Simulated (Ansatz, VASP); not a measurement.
# Rb in VASP and in Ansatz

```
CELL_PARAMETERS angstrom
-2.80250 2.80250 2.80250
2.80250 -2.80250 2.80250
2.80250 2.80250 -2.80250
ATOMIC_POSITIONS crystal
Rb 0.00000 0.00000 0.00000
```

Alike in both runs: functional revPBE; k mesh 4 × 4 × 4; occupations fermi-dirac, width 0.05 eV; no spin polarisation.

|  | VASP | Ansatz |
| --- | --- | --- |
| version | VASP 6.6.1 | Ansatz 0.2.0 |
| potentials or method | VASP PAW PBE potentials, release 64 (Rb_sv) | Ansatz PAW |
| plane-wave cutoff (eV) | 520 | 420 |
| valence electrons in the cell | 9 | 9 |
| task | single point | band structure |

|  | VASP | Ansatz | Ansatz less VASP |
| --- | --- | --- | --- |
| gap on the k mesh at the Fermi level (eV) | none | none | - |
| pressure (GPa) | 0.4 | 0.4 | 0.00 |

VASP's potentials were made for PBE, not for revPBE. A gap of «none» marks a metal or a gap that the smearing closes. With one functional, cell and mesh, what is left measures potentials, basis and numerics.

The k mesh is coarse, so the values compare programs but aren't converged.
